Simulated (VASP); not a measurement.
A run of VASP 6.6.1:

The input INCAR:

```
  PREC = Accurate
  ENCUT = 500
  EDIFF = 1E-6
  ISMEAR = 0
  SIGMA = 0.15
  LREAL = False
  LASPH = True
  NELM = 120
  ALGO = Normal
  ISIF = 2
  LWAVE = False
  LCHARG = False
  GGA = PE
  NBANDS = 16
  GGA_COMPAT = False
```

Contents of KPOINTS:

```
regular mesh
0
Gamma
  12 12 12
```

Contents of POSCAR:

```
GaSb
1.0
    0.0000000000      3.3346579106      2.9930519875
    2.9930519875      0.0000000000      2.9930519875
    2.9930519875      3.3346579106      0.0000000000
Ga Sb
1 1
Direct
    0.0000000000      0.0000000000      0.0000000000
    0.7500000000      0.7500000000      0.7500000000
```

Potentials or basis: VASP PAW PBE potentials, release 64 (Ga_d, Sb).

Run with:

```sh
$ cat potpaw_PBE.64/Ga_d/POTCAR potpaw_PBE.64/Sb/POTCAR > POTCAR
$ mpirun -np 1 vasp_std > vasp.out
```

Hardware: 1 thread of Intel Xeon 6975P-C, with other jobs on the host.

Q: How long does it take, and how much memory?

A: It took 110 s on 1 thread of Intel Xeon 6975P-C (shared host), peak memory 0.31 GiB. Counts: scf iterations 12, k points 163.
